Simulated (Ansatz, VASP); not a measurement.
**W in VASP and in Ansatz**

```xyz
1
Lattice="-1.6100 1.6100 1.6100 1.6100 -1.6100 1.6100 1.6100 1.6100 -1.6100" Properties=species:S:1:pos:R:3 pbc="T T T"
W     0.0000    0.0000    0.0000
```

Alike in both runs: functional BLYP; k mesh 14 × 14 × 14; occupations fermi-dirac, width 0.1 eV; no spin polarisation.

Ansatz relaxed the structure, and its values are those at the end. VASP's run is a single point on that final structure, the one shown.

|  | VASP | Ansatz |
| --- | --- | --- |
| version | VASP 6.6.1 | Ansatz 0.2.0 |
| potentials or method | VASP PAW PBE potentials, release 64 (W_sv), cutoff 520 eV | plane waves (420 eV) with PAW, scalar-relativistic |
| valence electrons in the cell | 14 | 14 |

Ansatz gave:

- pressure (GPa): 0.0

Task: What did VASP give for the same quantities?

Result: Pressure (GPa): 1.5.

VASP's potentials were made for PBE, not for BLYP.

Neither program's run includes spin-orbit coupling.
